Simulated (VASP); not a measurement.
TiC, 2 atoms in the cell. The structure is orthorhombic, space group Immm (No. 71). The conventional cell has a = 3.037 Å, b = 3.083 Å, c = 4.328 Å, α = 90.00°, β = 90.00°, γ = 90.00°. Within 2.9 Å of Ti (site symmetry mmm) lie 6 C at 2.16 Å. Within 2.9 Å of C (site symmetry mmm) lie 6 Ti at 2.16 Å.  This cell differs from its parent crystal: xy shear strain of -1.5 %.

| Item | Value |
| --- | --- |
| Program | VASP 6.6.1 |
| Task | single point |
| Functional | PBE |
| Potentials or basis | VASP PAW PBE potentials, release 64 (Ti_sv, C) |
| Cutoff | 520 eV |
| k mesh | 14 × 14 × 14 |
| Occupations | fermi-dirac, width 0.03 eV |
| Spin | no spin polarisation |
| Dipole correction | no |
| Further INCAR settings | ALGO = Normal; EDIFF = 1e-07; NBANDS = 15 |

Potentials or basis: VASP PAW PBE potentials, release 64 (Ti_sv, C).

The run is started by

```console
$ cat potpaw_PBE.64/Ti_sv/POTCAR potpaw_PBE.64/C/POTCAR > POTCAR
$ mpirun -np 1 vasp_std > vasp.out
```

Hardware: 1 thread of Intel Xeon 8259CL, on a shared host.

Estimate the wall time of this run.

Run time: 2.4 min on 1 thread of Intel Xeon 8259CL, with other jobs on the host, peak memory 0.25 GiB. Counts: scf iterations 16, k points 428.
